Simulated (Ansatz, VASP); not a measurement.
# FeO in VASP and in Ansatz

```
Fe O
1.0
    -1.60210    1.60210    2.08339
     1.60210   -1.60210    2.08339
     1.60210    1.60210   -2.08339
Fe O
1 1
Direct
  0.00000 0.00000 0.00000
  0.50000 0.50000 0.00000
```

Alike in both runs: task single point; functional PBE; k mesh 10 × 10 × 10; occupations fermi-dirac, width 0.05 eV; collinear spin; fixed moment 6 μB.

|  | VASP | Ansatz |
| --- | --- | --- |
| version | VASP 6.6.1 | Ansatz 0.2.0 |
| potentials or method | VASP PAW PBE potentials, release 64 (Fe, O) | Ansatz PAW |
| plane-wave cutoff (eV) | 520 | 420 |
| valence electrons in the cell | 14 | 22 |

Ansatz gave:

- net moment per atom (μB): 3.00
- size of the moment on the site where the two differ most (μB): 4.15

Problem. What did VASP give for the same quantities?

Solution. net moment per atom (μB): 3.00; size of the moment on the site where the two differ most (μB): 4.60.

Site moments also hang on the region over which each program counts them. VASP's potentials hold 14 valence electrons a cell and Ansatz's 22, so a difference there can come from the potentials and not from the codes.
